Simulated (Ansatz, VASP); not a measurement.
## GaN in VASP and in Ansatz

INCAR

```
PREC     = Accurate       # precision mode
ENCUT    = 520            # plane-wave cutoff, eV
EDIFF    = 1E-6           # SCF threshold, eV
ISMEAR   = 0              # smearing method
SIGMA    = 0.02           # smearing width, eV
LREAL    = False          # projectors in reciprocal space
LASPH    = True           # aspherical terms in the spheres
NELM     = 60             # most SCF steps
ALGO     = Normal         # electronic algorithm
ISIF     = 2              # what is computed and relaxed
LWAVE    = False          # write WAVECAR
LCHARG   = False          # write CHGCAR
GGA      = PS             # functional
NBANDS   = 16             # bands
```

The input KPOINTS:

```
Automatic mesh
0
Gamma
  10 10 10
```

Contents of POSCAR:

```
GaN
1.0
    0.0000000000      2.2560611156      2.2560611156
    2.2560611156      0.0000000000      2.2560611156
    2.2560611156      2.2560611156      0.0000000000
Ga N
1 1
Direct
    0.0000000000      0.0000000000      0.0000000000
    0.7500000000      0.7500000000      0.7500000000
```

Input for Ansatz:

```yaml
crystal:
  lattice:
    - [0.0, 2.2560611156, 2.2560611156]
    - [2.2560611156, 0.0, 2.2560611156]
    - [2.2560611156, 2.2560611156, 0.0]
  atoms:
    - { symbol: Ga, position: [0.0, 0.0, 0.0] }
    - { symbol: "N", position: [0.75, 0.75, 0.75] }
basis:
  ecutwfc: 420
kpoints:
  mp_grid: { grid: [10, 10, 10] }
hamiltonian:
  xc: pbesol
scf:
  occupations: { method: gaussian, width: 0.02 }
output:
  forces: true
  stress: true
  eigenvalues: true
  populations: true
```

Alike in both runs: task single point; functional PBEsol; k mesh 10 × 10 × 10; occupations gaussian, width 0.02 eV; no spin polarisation.

|  | VASP | Ansatz |
| --- | --- | --- |
| version | VASP 6.6.1 | Ansatz 0.2.0 |
| potentials or method | VASP PAW PBE potentials, release 64 (Ga_d, N), cutoff 520 eV | scalar-relativistic, plane waves, PAW |
| valence electrons in the cell | 18 | 18 |

VASP gave:

- gap on the k mesh at the Fermi level (eV): 1.66
- least direct gap on the mesh (eV): 1.66
- pressure (GPa): -1.9

Question: Estimate Ansatz's values.

Answer: gap on the k mesh at the Fermi level (eV): 1.64; least direct gap on the mesh (eV): 1.64; pressure (GPa): -1.7.

VASP's potentials were made for PBE, not for PBEsol.
